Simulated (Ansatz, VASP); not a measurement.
# Two plane-wave programs on ZnO

```xyz
4
Lattice="3.2880 0.0000 0.0000 -1.6440 2.8475 0.0000 0.0000 0.0000 7.0235" Properties=species:S:1:pos:R:3 pbc="T T T"
Zn    0.0000    0.0000    5.2676
Zn    0.0000    0.0000    1.7559
O     0.0000    1.8983    1.7559
O     1.6440    0.9492    5.2676
```

Change from the starting cell: strain +0.000 along x and y, -0.015 along z, atoms carried along.

Alike in both runs: task single point; functional PBE; dispersion D3(BJ); k mesh 9 × 9 × 4; occupations gaussian, width 0.05 eV; no spin polarisation.

```csv
,VASP,Ansatz
version,VASP 6.6.1,Ansatz 0.2.0
potentials or method,"VASP PAW PBE potentials, release 64 (Zn, O), cutoff 520 eV","scalar-relativistic, plane waves, PAW"
valence electrons in the cell,36,36
```

|  | VASP | Ansatz | Ansatz less VASP |
| --- | --- | --- | --- |
| gap on the k mesh at the Fermi level (eV) | 0.81 | 0.81 | -0.001 |
| least direct gap on the mesh (eV) | 0.81 | 0.81 | -0.001 |
| pressure (GPa) | -1.5 | -2.4 | -0.81 |
| traceless stress, the component that is largest in VASP (GPa) | -0.01 | 0.84 | +0.846 |
